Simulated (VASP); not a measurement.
A run of VASP 6.6.1:

INCAR

```
SYSTEM = Cu
PREC = Accurate
ENCUT = 520
EDIFF = 1E-7
ISMEAR = 0
SIGMA = 0.15
LREAL = .FALSE.
LASPH = .TRUE.
NELM = 100
ALGO = Fast
ISIF = 2
LWAVE = .FALSE.
LCHARG = .FALSE.
GGA = PE
NBANDS = 18
```

The input KPOINTS:

```
Automatic mesh
0
G
  18 18 18
  0 0 0
```

POSCAR

```
Cu
1.0
    1.2386412945     -4.0308860292      0.0000000000
    1.2386412945      4.0308860292      0.0000000000
    0.0000000000      0.0000000000      2.5142119659
Cu
2
Direct
    0.0210080975      0.7529377565      0.2500000000
    0.9789919025      0.2470622435      0.7500000000
```

Potentials or basis: VASP PAW PBE potentials, release 64 (Cu).

Run with:

```console
$ cat potpaw_PBE.64/Cu/POTCAR > POTCAR
$ mpirun -np 1 vasp_std > vasp.out
```

Hardware: 1 thread of Oxide Virtual Turin-like Processor (shared host).

Question: Estimate the wall time of this run.

Answer: Wall time 32 min on 1 thread of Oxide Virtual Turin-like Processor (shared host), peak memory 0.63 GiB. Counts: scf iterations 16, k points 1640.
